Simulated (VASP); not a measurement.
# Ni2N (P4/mmm) in VASP: further runs

The runs below take Ni2N through relaxation of cell and atoms, with PBE.

Program: VASP 6.6.1. These are calculated values, not measurements. Logs are shortened: lines on timing, memory, paths and dates and some standing lists are left out, and cuts for length are marked.

### 1 The cell of the first run

The structure is tetragonal, space group P4/mmm (No. 123). The conventional cell has a = 3.453 Å, b = 3.453 Å, c = 3.018 Å, α = 90.00°, β = 90.00°, γ = 90.00°. Within 2.3 Å of Ni (site symmetry mmm) lie 2 N at 1.73 Å. Within 2.3 Å of N (site symmetry 4/mmm) lie 4 Ni at 1.73 Å.

The cell was generated, and may not be a known phase.

### 2 Relaxation of cell and atoms, PBE, collinear spin, ferromagnetic start

INCAR reads:

```
ALGO = Normal
EDIFF = 1E-7
EDIFFG = -0.04
ENCUT = 600
GGA = PE
IBRION = 2
ISIF = 3
ISMEAR = 0
ISPIN = 2
LASPH = True
LCHARG = False
LMAXMIX = 4
LORBIT = 11
LREAL = False
LWAVE = False
MAGMOM = 2 2 0
NELM = 150
NSW = 90
PREC = Accurate
SIGMA = 0.1
```

KPOINTS reads:

```
k-points
0
Gamma
  6 6 6
```

POSCAR reads:

```
Ni2N
1.0
    3.4534602400      0.0000000000      0.0000000000
    0.0000000000      3.4534602400      0.0000000000
    0.0000000000      0.0000000000      3.0176828600
Ni N
2 1
Direct
    0.0000000000      0.5000000000      0.0000000000
    0.5000000000      0.0000000000      0.0000000000
    0.0000000000      0.0000000000      0.0000000000
```

Potentials or basis: VASP PAW PBE potentials, release 64 (Ni, N).

Launch:

```bash
> cat potpaw_PBE.64/Ni/POTCAR potpaw_PBE.64/N/POTCAR > POTCAR
> mpirun -np 1 vasp_std > vasp.out
```

OUTCAR:

```text
EDIFF = 1E-7
   EDIFFG = -0.04
   ENCUT = 600
   GGA = PE
   IBRION = 2
   ISIF = 3
   ISMEAR = 0
   ISPIN = 2
   LASPH = True
   LORBIT = 11
   LREAL = False
   NELM = 150
   NSW = 90
   PREC = Accurate

 ion  position               nearest neighbor table
   1  0.000  0.500  0.000-   3 1.73   3 1.73   2 2.44   2 2.44   2 2.44   2 2.44
   2  0.500  0.000  0.000-   3 1.73   3 1.73   1 2.44   1 2.44   1 2.44   1 2.44
   3  0.000  0.000  0.000-   1 1.73   2 1.73   1 1.73   2 1.73

  LATTYP: Found a simple tetragonal cell.
 ALAT       =     3.4534602400
 C/A-ratio  =     0.8738142762

  Lattice vectors:

 A1 = (   3.4534602400,   0.0000000000,   0.0000000000)
 A2 = (   0.0000000000,   3.4534602400,   0.0000000000)
 A3 = (   0.0000000000,   0.0000000000,   3.0176828600)

Analysis of symmetry for initial positions (statically):
=====================================================================
 Subroutine PRICEL returns:
 Original cell was already a primitive cell.

 Routine SETGRP: Setting up the symmetry group for a
 simple tetragonal supercell.

 Subroutine GETGRP returns: Found 16 space group operations
 (whereof 16 operations were pure point group operations)
 out of a pool of 16 trial point group operations.

The static configuration has the point symmetry D_4h.

Analysis of symmetry for dynamics (positions and initial velocities):
=====================================================================
 Subroutine PRICEL returns:
 Original cell was already a primitive cell.

 Routine SETGRP: Setting up the symmetry group for a
 simple tetragonal supercell.

 Subroutine GETGRP returns: Found 16 space group operations
 (whereof 16 operations were pure point group operations)
 out of a pool of 16 trial point group operations.

The dynamic configuration has the point symmetry D_4h.

Analysis of structural, dynamic, and magnetic symmetry:
=====================================================================
 Subroutine PRICEL returns:
 Original cell was already a primitive cell.

 Routine SETGRP: Setting up the symmetry group for a
 simple tetragonal supercell.

 Subroutine GETGRP returns: Found 16 space group operations
 (whereof 16 operations were pure point group operations)
 out of a pool of 16 trial point group operations.

The overall configuration has the point symmetry D_4h.

 Subroutine INISYM returns: Found 16 space group operations
 (whereof 16 operations are pure point group operations),
 and found     1 'primitive' translations

[... 124 lines left out ...]
   IVDW    =     0    specifies the selected vdW correction
   LEPSILON=     F    determine dielectric tensor
   LRPA    =     F    only Hartree local field effects (RPA)
 conjugate gradient relaxation of ions
 spin polarized calculation
 Gauss-broadening in eV      SIGMA  =   0.10
  energy-cutoff  :      600.00
  volume of cell :       35.99
 maximum number of plane-waves:      1220
 NGX is ok and might be reduce to    28
   NGX = 13   NGY = 13   NGZ = 13

--------------------------------------- Ionic step        1  -------------------------------------------

 number of electron      24.9999994 magnetization      -0.0000382

 number of electron      24.9999994 magnetization       0.0000887

 Free energy of the ion-electron system (eV)
  ---------------------------------------------------
  ext. energy  EPLUGINS =         0.00000000
  ---------------------------------------------------
  free energy    TOTEN  =       -18.03778147 eV

  energy without entropy =      -18.02622330  energy(sigma->0) =      -18.03200238

------------------------ aborting loop because EDIFF is reached ----------------------------------------

  FORCE on cell =-STRESS in cart. coord.  units (eV):
  Direction    XX          YY          ZZ          XY          YZ          ZX
  --------------------------------------------------------------------------------------
  -------------------------------------------------------------------------------------
  Total        5.1637933      5.1637933      0.0317520      0.0000000      0.0000000      0.0000000
  in kB      229.8777398    229.8777398      1.4135121      0.0000000      0.0000000      0.0000000
  external PRESSURE =     153.7229973 kB  Pullay stress =       0.0000000 kB
[... 96 lines left out ...]
  FREE ENERGIE OF THE ION-ELECTRON SYSTEM (eV)
  ---------------------------------------------------
  free  energy   TOTEN  =       -18.1900513411 eV

  energy  without entropy=      -18.1746344848  energy(sigma->0) =      -18.18234291

[... ionic steps 4 to 9 ...]

--------------------------------------- Ionic step       10  -------------------------------------------

 number of electron      25.0000020 magnetization       0.0000013

 number of electron      25.0000020 magnetization      -0.0000018
[... 75 lines left out ...]
 number of electron      25.0000021 magnetization      -0.0000006

 number of electron      25.0000021 magnetization       0.0000011

 Free energy of the ion-electron system (eV)
  ---------------------------------------------------
  ext. energy  EPLUGINS =         0.00000000
  ---------------------------------------------------
  free energy    TOTEN  =       -18.22564367 eV

  energy without entropy =      -18.21032491  energy(sigma->0) =      -18.21798429

 E-fermi :   6.2301     XC(G=0): -11.6451

 val. band max:        6.1994290148   @ k =   0.5000   0.1667   0.5000
 cond. band min:       6.2507175900   @ k =   0.1667   0.0000   0.5000
 fundamental gap:      0.0512885752
 Fermi energy:         6.2301000405

 spin component 1

 k-point     1 :       0.0000    0.0000    0.0000
  band No.  band energies     occupation
      1     -10.5351      1.00000
      2       1.3720      1.00000
      3       1.8427      1.00000
      4       1.8427      1.00000
      5       2.6823      1.00000
      6       3.6004      1.00000
[... 493 lines left out ...]
     17      14.3624      0.00000
     18      17.1071      0.00000

 [... further k-points ...]

 spin component 2

 k-point     1 :       0.0000    0.0000    0.0000
  band No.  band energies     occupation
      1     -10.5351      1.00000
      2       1.3720      1.00000
      3       1.8427      1.00000
      4       1.8427      1.00000
      5       2.6823      1.00000
      6       3.6004      1.00000
[... 525 lines left out ...]
  FREE ENERGIE OF THE ION-ELECTRON SYSTEM (eV)
  ---------------------------------------------------
  free  energy   TOTEN  =       -18.2256436707 eV

  energy  without entropy=      -18.2103249080  energy(sigma->0) =      -18.21798429

 reached required accuracy - stopping structural energy minimisation

 total charge

# of ion       s       p       d       tot
------------------------------------------
    1        0.476   0.572   8.396   9.444
    2        0.476   0.572   8.396   9.444
    3        1.268   2.430   0.000   3.698
--------------------------------------------------
tot          2.221   3.574  16.792  22.587

 magnetization (x)

# of ion       s       p       d       tot
------------------------------------------
    1       -0.000  -0.000  -0.000  -0.000
    2       -0.000  -0.000  -0.000  -0.000
    3        0.000   0.000   0.000   0.000
--------------------------------------------------
tot          0.000  -0.000  -0.000  -0.000
```

OSZICAR:

```text
N       E                     dE             d eps       ncg     rms          rms(c)
DAV:   1     0.157230282871E+03    0.15723E+03   -0.13191E+04  2880   0.198E+03
[... 142 lines left out ...]
DAV:   4    -0.182260865419E+02    0.19294E-02   -0.35798E-03  3368   0.699E-01    0.175E-01
DAV:   5    -0.182256581495E+02    0.42839E-03   -0.59860E-04  4208   0.310E-01    0.394E-02
DAV:   6    -0.182256460619E+02    0.12088E-04   -0.69867E-05  3100   0.981E-02    0.209E-02
DAV:   7    -0.182256443580E+02    0.17039E-05   -0.94481E-06  3504   0.455E-02    0.800E-03
DAV:   8    -0.182256439623E+02    0.39575E-06   -0.99705E-07  3244   0.152E-02    0.336E-03
DAV:   9    -0.182256436772E+02    0.28511E-06   -0.51336E-08  1502   0.447E-03    0.454E-04
DAV:  10    -0.182256436707E+02    0.64301E-08   -0.22804E-08  1454   0.190E-03
  12 F= -.18225644E+02 E0= -.18217984E+02  d E =-.124185E-03  mag=    -0.0000
```

Run time: 3.8 min. Hardware: 1 thread of Intel Xeon 6975P-C (Granite Rapids), shared host; peak memory 0.2 GiB.

Results:

```
Free energy                                           : -18.2256 eV
Relaxed volume                                        : 11.74 Å³/atom
Relaxed cell                                          : a = 3.581 Å, b = 3.581 Å, c = 2.747 Å, α = 90.00°, β = 90.00°, γ = 90.00°
Space group after relaxing (to 0.1 Å)                 : P4/mmm (No. 123)
Energy gained by relaxing                             : 62.6 meV/atom
Ionic steps                                           : 12
Pressure after relaxing                               : 0.0 GPa
Net moment                                            : 0.00 μB per cell
Valence electrons inside the program's atomic spheres : Ni 9.44; N 3.70
```

Step by step:
| step | energy change (eV) | largest force (eV/Å) | pressure (GPa) | volume (Å³) |
| --- | --- | --- | --- | --- |
| 1 | 0.0000 | 0.0000 | 15.37 | 35.99 |
| 2 | 0.1648 | 0.0000 | -16.98 | 42.24 |
| 3 | -0.1523 | 0.0000 | -1.26 | 38.38 |
| 4 | -0.1525 | 0.0000 | -0.83 | 38.30 |
| 5 | -0.1525 | 0.0000 | -0.56 | 38.25 |
| 6 | -0.1565 | 0.0000 | -0.56 | 38.00 |
| 7 | -0.1694 | 0.0000 | -0.51 | 37.23 |
| 8 | -0.1862 | 0.0000 | 0.07 | 35.70 |
| 9 | -0.1877 | 0.0000 | 0.54 | 35.03 |
| 10 | -0.1877 | 0.0000 | 0.43 | 35.17 |
| 11 | -0.1839 | 0.0000 | -2.39 | 35.55 |
| 12 | -0.1879 | 0.0000 | -0.02 | 35.23 |

Final structure:
```xyz
3
Lattice="3.5811 0.0000 0.0000 0.0000 3.5811 0.0000 0.0000 0.0000 2.7468" Properties=species:S:1:pos:R:3 pbc="T T T"
Ni    0.0000    1.7905    2.7468
Ni    1.7905    0.0000    0.0000
N     0.0000    0.0000    0.0000
```

Caveat: the moments typed at the start vanished in this run.

### 3 Relaxation of cell and atoms, PBE

This run uses another cell than the first one, of 11.83 Å³/atom.

INCAR reads:

```
SYSTEM = Ni2N
  PREC = Accurate
  ENCUT = 600
  EDIFF = 1E-6
  ISMEAR = 0
  SIGMA = 0.1
  LREAL = .False.
  LASPH = .True.
  NELM = 100
  ALGO = Normal
  ISIF = 3
  LWAVE = .False.
  LCHARG = .False.
  GGA = PE
  IBRION = 2
  NSW = 100
  EDIFFG = -0.01
```

KPOINTS reads:

```
Automatic mesh
0
Gamma
  14 14 16
  0 0 0
```

POSCAR reads:

```
Ni2N
1.0
    3.5760489435      0.0000000000      0.0000000000
    0.0000000000      3.5760489435      0.0000000000
    0.0000000000      0.0000000000      2.7741041431
Ni N
2 1
Direct
    0.0000000000      0.5000000000      0.0000000000
    0.5000000000      0.0000000000      0.0000000000
    0.0000000000      0.0000000000      0.0000000000
```

Potentials or basis: VASP PAW PBE potentials, release 64 (Ni, N).

Launch:

```bash
> cat potpaw_PBE.64/Ni/POTCAR potpaw_PBE.64/N/POTCAR > POTCAR
> mpirun -np 1 vasp_std > vasp.out
```

It took 11 min on 1 thread of Intel Xeon 6975P-C (Granite Rapids), shared host; peak memory 0.34 GiB.

The run converged. Its results:

- Free energy: -18.2122 eV
- Relaxed volume: 11.71 Å³/atom
- Relaxed cell: a = 3.584 Å, b = 3.584 Å, c = 2.734 Å, α = 90.00°, β = 90.00°, γ = 90.00°
- Space group after relaxing (to 0.1 Å): P4/mmm (No. 123)
- Energy gained by relaxing: 0.5 meV/atom
- Ionic steps: 12
- Pressure after relaxing: 0.0 GPa
- Band gap on the k mesh: zero (an odd number of electrons rules out a gap without spin polarisation)

The path:
```
step  energy change (eV)  largest force (eV/Å)  pressure (GPa)  volume (Å³)
   1              0.0000                0.0000            0.39        35.48
   2             -0.0002                0.0000           -1.08        35.62
   3             -0.0004                0.0000           -0.49        35.56
   4             -0.0010                0.0000           -0.31        35.45
   5             -0.0013                0.0000           -0.28        35.35
   6             -0.0016                0.0000           -0.12        35.16
   7             -0.0016                0.0000           -0.23        35.23
   8             -0.0016                0.0000           -0.32        35.21
   9             -0.0016                0.0000           -0.31        35.18
  10             -0.0016                0.0000           -0.31        35.17
  11             -0.0013                0.0000            0.76        35.02
  12             -0.0016                0.0000           -0.01        35.12
```

Final structure:
```yaml
crystal:
  lattice:
    - [3.58393, 0.00000, 0.00000]
    - [0.00000, 3.58393, 0.00000]
    - [0.00000, 0.00000, 2.73443]
  atoms:
    - { symbol: Ni, position: [0.00000, 0.50000, 0.00000] }
    - { symbol: Ni, position: [0.50000, 0.00000, 0.00000] }
    - { symbol: N, position: [0.00000, 0.00000, 0.00000] }
```

Levels at points of the mesh, in eV from the Fermi level:
```tsv
k point	band 9	band 10	band 11	band 12	band 13	band 14	band 15	band 16
(0.00, 0.00, 0.00)	-1.80	-1.24	-1.01	-0.76	-0.76	-0.59	2.86	7.40
(0.50, 0.00, 0.00)	-1.67	-1.36	-0.98	-0.89	-0.11	1.10	4.04	5.56
(0.50, 0.50, 0.00)	-1.39	-1.19	-0.56	-0.49	0.59	0.59	2.02	8.80
(0.00, 0.00, 0.50)	-1.61	-1.24	-1.24	-0.57	-0.22	-0.22	3.56	5.88
(0.50, 0.00, 0.50)	-1.59	-1.27	-0.51	-0.20	0.05	0.57	3.07	6.59
(0.50, 0.50, 0.50)	-0.85	-0.39	-0.39	0.93	1.95	1.95	3.26	3.64
```

Caveat: the run has no spin polarisation, though such a crystal can be magnetic.

The gap in the log of VASP goes by the Fermi energy; the results here count the filled bands.